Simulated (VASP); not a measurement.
The system is BN (zincblende type).

```
B N
1.0
     0.00000    2.15443    2.15443
     2.15443    0.00000    2.15443
     2.15443    2.15443    0.00000
B N
1 1
Direct
  0.00000 0.00000 0.00000
  0.25000 0.25000 0.25000
```

- Program: VASP 6.6.1
- Task: relaxation of cell and atoms
- Functional: r2SCAN
- Potentials or basis: VASP PAW PBE potentials, release 64 (B, N)
- Cutoff: 600 eV
- k mesh: 13 × 13 × 13
- Occupations: fermi-dirac, width 0.02 eV
- Spin: no spin polarisation

At the start: pressure -74.9 GPa; volume 10.00 Å³/atom.

**Question.** Where does the relaxation end?

**Answer.** Over 6 steps the energy falls by 1476.7 meV/atom and the volume is 5.90 Å³/atom (-41.0 %); space group F-43m (No. 216, to 0.1 Å) before and after.

The path:
| step | energy change (eV) | largest force (eV/Å) | pressure (GPa) | volume (Å³) |
| --- | --- | --- | --- | --- |
| 1 | 0.0000 | 0.0000 | -74.91 | 20.00 |
| 2 | -2.0166 | 0.0000 | 143.53 | 9.29 |
| 3 | -2.9522 | 0.0000 | -3.47 | 11.91 |
| 4 | -2.9533 | 0.0000 | 0.92 | 11.77 |
| 5 | -2.9533 | 0.0000 | -0.89 | 11.83 |
| 6 | -2.9534 | 0.0000 | 0.01 | 11.80 |

Final structure:
```
B N
1.0
     0.00000    1.80702    1.80702
     1.80702    0.00000    1.80702
     1.80702    1.80702    0.00000
B N
1 1
Direct
  0.00000 0.00000 0.00000
  0.25000 0.25000 0.25000
```

Caveat: the volume moved by over 15 % at a fixed basis, so the end points are rough; the PAW data sets were made with another functional, which shifts forces and pressure a little.
